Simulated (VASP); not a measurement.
Input of a VASP 6.6.1 run:

The input INCAR:

```
ALGO = Normal
EDIFF = 1E-8
ENCUT = 520
GGA = CA
IBRION = 8
ISIF = 2
ISMEAR = -1
LASPH = T
LCHARG = T
LREAL = F
LWAVE = F
NELM = 80
NSW = 1
PREC = Accurate
SIGMA = 0.05
```

KPOINTS

```
k-points
0
Gamma
  5 5 5
```

File POSCAR:

```
BiTe
1.0
    0.0000000000      3.2350000000      3.2350000000
    3.2350000000      0.0000000000      3.2350000000
    3.2350000000      3.2350000000      0.0000000000
Bi Te
1 1
Direct
    0.0000000000      0.0000000000      0.0000000000
    0.5000000000      0.5000000000      0.5000000000
```

Potentials or basis: VASP PAW LDA potentials, release 64 (Bi_d, Te).

Run with:

```sh
$ cat potpaw_LDA.64/Bi_d/POTCAR potpaw_LDA.64/Te/POTCAR > POTCAR
$ mpirun -np 1 vasp_std > vasp.out
```

Problem. Predict the highest phonon frequency at Γ, LO-TO splitting left out.

Solution. 103 cm⁻¹.

Phonon frequencies in cm⁻¹ (negative: imaginary):
```csv
q point,frequencies
"(0.000, 0.000, 0.000)",0 0 0 103 103 103
```

Caveat: the cell wasn't relaxed at this level first, which shifts response properties.
